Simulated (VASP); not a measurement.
# Sb in VASP: notebook

The runs below take Sb through relaxation of the atoms, with PBEsol.

Everything below comes from runs of VASP 6.6.1. Logs are shortened: lines on timing, memory, paths and dates and some standing lists are left out, and cuts for length are marked.

### Step 1. The cell of the first run

The cell holds a slab with vacuum, 5 atoms: a = 3.334 Å, b = 3.334 Å, c = 25.430 Å, α = 90.00°, β = 90.00°, γ = 90.00°.

### Step 2. Relaxation of the atoms, PBEsol

INCAR

```
SYSTEM = Sb
PREC     = Accurate       ! precision mode
ENCUT    = 520            ! plane-wave cutoff, eV
EDIFF    = 1E-6           ! SCF threshold, eV
ISMEAR   = -1             ! smearing method
SIGMA    = 0.1            ! smearing width, eV
LREAL    = .FALSE.        ! projectors in reciprocal space
LASPH    = .TRUE.         ! aspherical terms in the spheres
NELM     = 80             ! most SCF steps
ALGO     = Normal         ! electronic algorithm
ISIF     = 2              ! what is computed and relaxed
LWAVE    = .FALSE.        ! write WAVECAR
LCHARG   = .FALSE.        ! write CHGCAR
LDIPOL   = .TRUE.       
IDIPOL   = 3            
DIPOL    = 0.5 0.5 0.500
GGA      = PS             ! functional
IBRION   = 2              ! ionic algorithm
NSW      = 32             ! ionic steps
EDIFFG   = -0.01          ! ionic threshold
```

KPOINTS

```
regular mesh
0
G
  11 11 1
  0 0 0
```

POSCAR

```
Sb
1.0
    3.3338465348      0.0000000000      0.0000000000
    0.0000000000      3.3338465348      0.0000000000
    0.0000000000      0.0000000000     25.4295000000
Sb
5
Direct
    0.0000000000      0.0000000000      0.3238290359
    0.5000000000      0.5000000000      0.4057516830
    0.0000000000      0.0000000000      0.4999999047
    0.5000000000      0.5000000000      0.5942483405
    0.0000000000      0.0000000000      0.6761710359
```

Potentials or basis: VASP PAW PBE potentials, release 64 (Sb).

Launch:

```
> cat potpaw_PBE.64/Sb/POTCAR > POTCAR
> mpirun -np 1 vasp_std > vasp.out
```

OUTCAR:

```text
SYSTEM = Sb
   PREC = Accurate
   ENCUT = 520
   EDIFF = 1E-6
   ISMEAR = -1
   LREAL = .FALSE.
   LASPH = .TRUE.
   NELM = 80
   ISIF = 2
   GGA = PS
   IBRION = 2
   NSW = 32
   EDIFFG = -0.01

 ion  position               nearest neighbor table
   1  0.000  0.000  0.324-   2 3.15   2 3.15   2 3.15   2 3.15
   2  0.500  0.500  0.406-   1 3.15   1 3.15   1 3.15   1 3.15   3 3.36   3 3.36   3 3.36   3 3.36

   3  0.000  0.000  0.500-   2 3.36   2 3.36   2 3.36   2 3.36   4 3.36   4 3.36   4 3.36   4 3.36

   4  0.500  0.500  0.594-   5 3.15   5 3.15   5 3.15   5 3.15   3 3.36   3 3.36   3 3.36   3 3.36

   5  0.000  0.000  0.676-   4 3.15   4 3.15   4 3.15   4 3.15

  LATTYP: Found a simple tetragonal cell.
 ALAT       =     3.3338465348
 C/A-ratio  =     7.6276756397

  Lattice vectors:

 A1 = (   3.3338465348,   0.0000000000,   0.0000000000)
 A2 = (   0.0000000000,   3.3338465348,   0.0000000000)
 A3 = (   0.0000000000,   0.0000000000,  25.4295000000)

Analysis of symmetry for initial positions (statically):
=====================================================================
 Subroutine PRICEL returns:
 Original cell was already a primitive cell.

 Routine SETGRP: Setting up the symmetry group for a
 simple tetragonal supercell.

 Subroutine GETGRP returns: Found 16 space group operations
 (whereof 16 operations were pure point group operations)
 out of a pool of 16 trial point group operations.

The static configuration has the point symmetry D_4h.

Analysis of symmetry for dynamics (positions and initial velocities):
=====================================================================
 Subroutine PRICEL returns:
 Original cell was already a primitive cell.

 Routine SETGRP: Setting up the symmetry group for a
 simple tetragonal supercell.

 Subroutine GETGRP returns: Found 16 space group operations
 (whereof 16 operations were pure point group operations)
 out of a pool of 16 trial point group operations.

The dynamic configuration has the point symmetry D_4h.

 Subroutine INISYM returns: Found 16 space group operations
 (whereof 16 operations are pure point group operations),
 and found     1 'primitive' translations
[... 120 lines left out ...]
  Thomas-Fermi vector in A             =   1.821139
   LORBIT       =      0    0 simple, 1 ext, 2 COOP (PROOUT), +10 PAW based schemes
   GGA     = PS    functional components
   LHFCALC =     F    Hartree Fock is set to
   AEXX    =    0.0000 exact exchange contribution
   IVDW    =     0    specifies the selected vdW correction
   LEPSILON=     F    determine dielectric tensor
   LRPA    =     F    only Hartree local field effects (RPA)
 conjugate gradient relaxation of ions
 non-spin polarized calculation
  energy-cutoff  :      520.00
  volume of cell :      282.64
 maximum number of plane-waves:      7642
 NGX is ok and might be reduce to    28
   NGX = 13   NGY = 13   NGZ = 95

--------------------------------------- Ionic step        1  -------------------------------------------

 number of electron      25.0000002 magnetization

 Free energy of the ion-electron system (eV)
  ---------------------------------------------------
  ext. energy  EPLUGINS =         0.00000000
  ---------------------------------------------------
  free energy    TOTEN  =       -20.99747578 eV

  energy without entropy =      -20.89904800  energy(sigma->0) =      -20.94826189

------------------------ aborting loop because EDIFF is reached ----------------------------------------

  FORCE on cell =-STRESS in cart. coord.  units (eV):
  Direction    XX          YY          ZZ          XY          YZ          ZX
  --------------------------------------------------------------------------------------
  -------------------------------------------------------------------------------------
  Total        0.8953586      0.8953586     -0.1126002      0.0000000      0.0000000     -0.0000000
  in kB        5.0754967      5.0754967     -0.6382938      0.0000000      0.0000000     -0.0000000
  external PRESSURE =       3.1708999 kB  Pullay stress =       0.0000000 kB
[... 98 lines left out ...]
  FREE ENERGIE OF THE ION-ELECTRON SYSTEM (eV)
  ---------------------------------------------------
  free  energy   TOTEN  =       -20.9979155618 eV

  energy  without entropy=      -20.8988237940  energy(sigma->0) =      -20.94836968

 dipolmoment           0.000000      0.000000      0.000000 electrons x Angstroem

[... ionic steps 4 to 8 ...]

--------------------------------------- Ionic step        9  -------------------------------------------

 number of electron      25.0000003 magnetization

------------------------ aborting loop because EDIFF is reached ----------------------------------------
[... 73 lines left out ...]
--------------------------------------- Ionic step       11  -------------------------------------------

 number of electron      25.0000002 magnetization

 dipolmoment           0.000000      0.000000     -0.000000 electrons x Angstroem

 Free energy of the ion-electron system (eV)
  ---------------------------------------------------
  ext. energy  EPLUGINS =         0.00000000
  ---------------------------------------------------
  free energy    TOTEN  =       -20.99895666 eV

  energy without entropy =      -20.90153214  energy(sigma->0) =      -20.95024440

 E-fermi :   1.8254     XC(G=0):  -5.3418

 val. band max:        1.8098373686   @ k =   0.4545   0.2727   0.0000
 cond. band min:       1.8714806997   @ k =   0.1818   0.0909   0.0000
 fundamental gap:      0.0616433311
 Fermi energy:         1.8253756475

 k-point     1 :       0.0000    0.0000    0.0000
  band No.  band energies     occupation
      1     -11.5012      2.00000
      2     -11.0466      2.00000
      3      -9.5556      2.00000
      4      -7.6732      2.00000
      5      -6.1748      2.00000
      6      -2.3715      2.00000
[... 378 lines left out ...]
      5      -5.5095      2.00000
      6      -3.3384      2.00000
[... 8 lines left out ...]
     15       0.9497      1.99969
     16       1.1044      1.99852

------------------------ aborting loop because EDIFF is reached ----------------------------------------

 vacuum level on the upper side and lower side of the slab       (xc-potential included)        -0.009        -0.009

  FORCE on cell =-STRESS in cart. coord.  units (eV):
  Direction    XX          YY          ZZ          XY          YZ          ZX
  --------------------------------------------------------------------------------------
  -------------------------------------------------------------------------------------
  Total        1.1824094      1.1824094      0.0190450      0.0000000      0.0000000      0.0000000
  in kB        6.7026944      6.7026944      0.1079599      0.0000000      0.0000000      0.0000000
  external PRESSURE =       4.5044496 kB  Pullay stress =       0.0000000 kB
[... 20 lines left out ...]
  FREE ENERGIE OF THE ION-ELECTRON SYSTEM (eV)
  ---------------------------------------------------
  free  energy   TOTEN  =       -20.9989566564 eV

  energy  without entropy=      -20.9015321401  energy(sigma->0) =      -20.95024440

 reached required accuracy - stopping structural energy minimisation

 vacuum level on the upper side and lower side of the slab         6.014         6.014
```

CONTCAR:

```text
Sb
   1.00000000000000
     3.3338465348000001    0.0000000000000000    0.0000000000000000
     0.0000000000000000    3.3338465348000001    0.0000000000000000
     0.0000000000000000    0.0000000000000000   25.4295000000000009
  Sb
     5
Direct
     1.0000000000000000    0.0000000000000000    0.3250151988529594
     0.5000000000000000    0.5000000000000000    0.4072069190885633
     0.0000000000000000    0.0000000000000000    0.4999999046999974
     0.5000000000000000    0.5000000000000000    0.5927931044114368
     1.0000000000000000    0.0000000000000000    0.6749848729470360

  0.00000000E+00  0.00000000E+00  0.00000000E+00
  0.00000000E+00  0.00000000E+00  0.00000000E+00
  0.00000000E+00  0.00000000E+00  0.00000000E+00
  0.00000000E+00  0.00000000E+00  0.00000000E+00
  0.00000000E+00  0.00000000E+00  0.00000000E+00
```

Run time: 11 min. Hardware: 1 thread of Intel Xeon Platinum 8488C (Sapphire Rapids), shared host; peak memory 0.44 GiB.

What came out:

```
Free energy                  : -20.9990 eV
Energy gained by relaxing    : 0.3 meV/atom
Ionic steps                  : 11
Largest force after relaxing : 0.009 eV/Å
```

Forces in eV/Å, atoms in the order of the input:
```
Sb   0.000  0.000 -0.007
Sb   0.000  0.000  0.009
Sb   0.000  0.000  0.000
Sb   0.000  0.000 -0.009
Sb   0.000  0.000  0.007
```

Step by step:
| step | energy change (eV) | largest force (eV/Å) | pressure (GPa) |
| --- | --- | --- | --- |
| 1 | 0.0000 | 0.0390 | 0.32 |
| 2 | -0.0001 | 0.0345 | 0.31 |
| 3 | -0.0004 | 0.0192 | 0.28 |
| 4 | -0.0004 | 0.0399 | 0.23 |
| 5 | -0.0005 | 0.0227 | 0.26 |
| 6 | -0.0006 | 0.0219 | 0.27 |
| 7 | -0.0009 | 0.0198 | 0.30 |
| 8 | -0.0013 | 0.0156 | 0.35 |
| 9 | -0.0012 | 0.0257 | 0.47 |
| 10 | -0.0014 | 0.0125 | 0.40 |
| 11 | -0.0015 | 0.0091 | 0.45 |

Final structure:
```
CELL_PARAMETERS angstrom
3.33385 0.00000 0.00000
0.00000 3.33385 0.00000
0.00000 0.00000 25.42950
ATOMIC_POSITIONS crystal
Sb 0.00000 0.00000 0.32502
Sb 0.50000 0.50000 0.40721
Sb 0.00000 0.00000 0.50000
Sb 0.50000 0.50000 0.59279
Sb 0.00000 0.00000 0.67498
```

Caveat: the highest band is partly filled, so the run has too few bands; the PAW data sets were made with another functional, which shifts forces and pressure a little; spin-orbit coupling is left out, which moves the levels of the heavy elements.

### Step 3. Relaxation of the atoms, PBEsol

INCAR

```
  ALGO = Normal
  DIPOL = 0.5 0.5 0.500
  EDIFF = 1E-7
  EDIFFG = -0.01
  ENCUT = 520
  GGA = PS
  IBRION = 2
  IDIPOL = 3
  ISIF = 2
  ISMEAR = -1
  LASPH = True
  LCHARG = False
  LDIPOL = True
  LREAL = False
  LWAVE = False
  NELM = 60
  NSW = 60
  PREC = Accurate
  SIGMA = 0.1
```

KPOINTS

```
k-points
0
Gamma
  11 11 1
```

POSCAR

```
Sb
1.0
    3.3338465348      0.0000000000      0.0000000000
    0.0000000000      3.3338465348      0.0000000000
    0.0000000000      0.0000000000     25.4295000000
Sb
5
Direct
    0.0000000000      0.0000000000      0.3145944285
    0.5000000000      0.5000000000      0.4072972140
    0.0000000000      0.0000000000      0.5000000000
    0.5000000000      0.5000000000      0.5927027860
    0.0000000000      0.0000000000      0.6854055715
```

Potentials or basis: VASP PAW PBE potentials, release 64 (Sb).

Launch:

```
> cat potpaw_PBE.64/Sb/POTCAR > POTCAR
> mpirun -np 1 vasp_std > vasp.out
```

OUTCAR:

```text
EDIFF = 1E-7
   EDIFFG = -0.01
   ENCUT = 520
   GGA = PS
   IBRION = 2
   ISIF = 2
   ISMEAR = -1
   LASPH = True
   LREAL = False
   NELM = 60
   NSW = 60
   PREC = Accurate

 ion  position               nearest neighbor table
   1  0.000  0.000  0.315-   2 3.33   2 3.33   2 3.33   2 3.33
   2  0.500  0.500  0.407-   1 3.33   1 3.33   1 3.33   1 3.33   3 3.33   3 3.33   3 3.33   3 3.33

   3  0.000  0.000  0.500-   2 3.33   4 3.33   2 3.33   4 3.33   2 3.33   4 3.33   2 3.33   4 3.33

   4  0.500  0.500  0.593-   5 3.33   5 3.33   5 3.33   5 3.33   3 3.33   3 3.33   3 3.33   3 3.33

   5  0.000  0.000  0.685-   4 3.33   4 3.33   4 3.33   4 3.33

  LATTYP: Found a simple tetragonal cell.
 ALAT       =     3.3338465348
 C/A-ratio  =     7.6276756397

  Lattice vectors:

 A1 = (   3.3338465348,   0.0000000000,   0.0000000000)
 A2 = (   0.0000000000,   3.3338465348,   0.0000000000)
 A3 = (   0.0000000000,   0.0000000000,  25.4295000000)

Analysis of symmetry for initial positions (statically):
=====================================================================
 Subroutine PRICEL returns:
 Original cell was already a primitive cell.

 Routine SETGRP: Setting up the symmetry group for a
 simple tetragonal supercell.

 Subroutine GETGRP returns: Found 16 space group operations
 (whereof 16 operations were pure point group operations)
 out of a pool of 16 trial point group operations.

The static configuration has the point symmetry D_4h.

Analysis of symmetry for dynamics (positions and initial velocities):
=====================================================================
 Subroutine PRICEL returns:
 Original cell was already a primitive cell.

 Routine SETGRP: Setting up the symmetry group for a
 simple tetragonal supercell.
[... 159 lines left out ...]

  FORCE on cell =-STRESS in cart. coord.  units (eV):
  Direction    XX          YY          ZZ          XY          YZ          ZX
  --------------------------------------------------------------------------------------
  -------------------------------------------------------------------------------------
  Total       -2.2571893     -2.2571893     -1.8965789      0.0000000      0.0000000      0.0000000
  in kB      -12.7952726    -12.7952726    -10.7510891      0.0000000      0.0000000      0.0000000
  external PRESSURE =     -12.1138781 kB  Pullay stress =       0.0000000 kB
[... 98 lines left out ...]
  FREE ENERGIE OF THE ION-ELECTRON SYSTEM (eV)
  ---------------------------------------------------
  free  energy   TOTEN  =       -20.9501920867 eV

  energy  without entropy=      -20.8282035803  energy(sigma->0) =      -20.88919783

[... ionic steps 4 to 14 ...]

--------------------------------------- Ionic step       15  -------------------------------------------

 number of electron      25.0000001 magnetization

------------------------ aborting loop because EDIFF is reached ----------------------------------------
[... 67 lines left out ...]
  FREE ENERGIE OF THE ION-ELECTRON SYSTEM (eV)
  ---------------------------------------------------
  free  energy   TOTEN  =       -20.9989062651 eV

  energy  without entropy=      -20.9006339247  energy(sigma->0) =      -20.94977009

 dipolmoment           0.000000      0.000000      0.000000 electrons x Angstroem

--------------------------------------- Ionic step       17  -------------------------------------------

 number of electron      25.0000002 magnetization

 dipolmoment           0.000000      0.000000     -0.000000 electrons x Angstroem

 Free energy of the ion-electron system (eV)
  ---------------------------------------------------
  ext. energy  EPLUGINS =         0.00000000
  ---------------------------------------------------
  free energy    TOTEN  =       -20.99896585 eV

  energy without entropy =      -20.90103698  energy(sigma->0) =      -20.95000142

 E-fermi :   1.8248     XC(G=0):  -5.3433

 val. band max:        1.8074300508   @ k =   0.4545   0.2727   0.0000
 cond. band min:       1.8731049614   @ k =   0.1818   0.0909   0.0000
 fundamental gap:      0.0656749106
 Fermi energy:         1.8247548714

 k-point     1 :       0.0000    0.0000    0.0000
  band No.  band energies     occupation
      1     -11.4945      2.00000
      2     -11.0339      2.00000
      3      -9.5525      2.00000
      4      -7.6804      2.00000
      5      -6.1811      2.00000
      6      -2.3759      2.00000
[... 378 lines left out ...]
      5      -5.5067      2.00000
      6      -3.3318      2.00000
[... 8 lines left out ...]
     15       0.9517      1.99968
     16       1.1052      1.99850

------------------------ aborting loop because EDIFF is reached ----------------------------------------

 vacuum level on the upper side and lower side of the slab       (xc-potential included)        -0.007        -0.007

  FORCE on cell =-STRESS in cart. coord.  units (eV):
  Direction    XX          YY          ZZ          XY          YZ          ZX
  --------------------------------------------------------------------------------------
  -------------------------------------------------------------------------------------
  Total        1.1100098      1.1100098     -0.0417944      0.0000000      0.0000000      0.0000000
  in kB        6.2922846      6.2922846     -0.2369188      0.0000000      0.0000000      0.0000000
  external PRESSURE =       4.1158834 kB  Pullay stress =       0.0000000 kB
[... 20 lines left out ...]
  FREE ENERGIE OF THE ION-ELECTRON SYSTEM (eV)
  ---------------------------------------------------
  free  energy   TOTEN  =       -20.9989658545 eV

  energy  without entropy=      -20.9010369811  energy(sigma->0) =      -20.95000142

 reached required accuracy - stopping structural energy minimisation

 vacuum level on the upper side and lower side of the slab         6.014         6.014
```

OSZICAR:

```text
N       E                     dE             d eps       ncg     rms          rms(c)
DAV:   1     0.159181703166E+03    0.15918E+03   -0.78905E+03   672   0.112E+03
DAV:   2    -0.806389135779E+01   -0.16725E+03   -0.16281E+03   968   0.186E+02
DAV:   3    -0.202878196263E+02   -0.12224E+02   -0.12100E+02   840   0.597E+01
DAV:   4    -0.209353224157E+02   -0.64750E+00   -0.62182E+00  1008   0.125E+01
[... 209 lines left out ...]
DAV:   4    -0.209989651270E+02   -0.29883E-06   -0.78422E-06   792   0.172E-02    0.283E-03
DAV:   5    -0.209989654467E+02   -0.31969E-06   -0.19212E-06  1072   0.658E-03    0.204E-03
DAV:   6    -0.209989656668E+02   -0.22017E-06   -0.46349E-07   760   0.340E-03    0.744E-04
DAV:   7    -0.209989658318E+02   -0.16498E-06   -0.49783E-08   472   0.150E-03    0.268E-04
DAV:   8    -0.209989658545E+02   -0.22715E-07   -0.10701E-08   424   0.742E-04
  17 F= -.20998966E+02 E0= -.20950001E+02  d E =-.698428E-03
```

CONTCAR:

```text
Sb
   1.00000000000000
     3.3338465348000001    0.0000000000000000    0.0000000000000000
     0.0000000000000000    3.3338465348000001    0.0000000000000000
     0.0000000000000000    0.0000000000000000   25.4295000000000009
  Sb
     5
Direct
     0.0000000000000000    1.0000000000000000    0.3248392863415979
     0.5000000000000000    0.5000000000000000    0.4072462192191216
     0.0000000000000000    0.0000000000000000    0.5000000000000000
     0.5000000000000000    0.5000000000000000    0.5927537807808786
     0.0000000000000000    1.0000000000000000    0.6751607136584024

  0.00000000E+00  0.00000000E+00  0.00000000E+00
  0.00000000E+00  0.00000000E+00  0.00000000E+00
  0.00000000E+00  0.00000000E+00  0.00000000E+00
  0.00000000E+00  0.00000000E+00  0.00000000E+00
  0.00000000E+00  0.00000000E+00  0.00000000E+00
```

It took 21 min on 1 thread of Oxide Virtual Turin-like, shared host; peak memory 0.41 GiB.

What came out:

| Property | Result |
| --- | --- |
| Free energy | -20.9990 eV |
| Energy gained by relaxing | 22.0 meV/atom |
| Ionic steps | 17 |
| Largest force after relaxing | 0.005 eV/Å |

Forces in eV/Å, atoms in the order of the input:
```
Sb   0.000  0.000  0.005
Sb   0.000  0.000 -0.003
Sb   0.000  0.000  0.000
Sb   0.000  0.000  0.003
Sb   0.000  0.000 -0.005
```

The path:
```tsv
step	energy change (eV)	largest force (eV/Å)	pressure (GPa)
1	0.0000	0.3383	-1.21
2	-0.0177	0.3186	-1.13
3	-0.0614	0.2514	-0.82
4	-0.1013	0.0531	0.06
5	-0.1014	0.0412	0.02
6	-0.1022	0.0373	0.04
7	-0.1042	0.0319	0.12
8	-0.1063	0.0355	0.28
9	-0.1066	0.0493	0.34
10	-0.1080	0.0434	0.30
11	-0.1081	0.0678	0.20
12	-0.1091	0.0247	0.25
13	-0.1092	0.0309	0.24
14	-0.1095	0.0350	0.27
15	-0.1095	0.0373	0.29
16	-0.1102	0.0123	0.39
17	-0.1102	0.0054	0.41
```

Final structure:
```
Sb
1.0
     3.33385    0.00000    0.00000
     0.00000    3.33385    0.00000
     0.00000    0.00000   25.42950
Sb
5
Direct
  0.00000 0.00000 0.32484
  0.50000 0.50000 0.40725
  0.00000 0.00000 0.50000
  0.50000 0.50000 0.59275
  0.00000 0.00000 0.67516
```

Levels at points of the mesh, in eV from the Fermi level:
| k point | band 9 | band 10 | band 11 | band 12 | band 13 | band 14 |
| --- | --- | --- | --- | --- | --- | --- |
| (0.00, 0.00, 0.00) | 0.23 | 0.25 | 0.73 | 0.73 | 2.26 | 2.26 |

Caveat: the highest band is partly filled, so the run has too few bands; the PAW data sets were made with another functional, which shifts forces and pressure a little; spin-orbit coupling is left out, which moves the levels of the heavy elements.
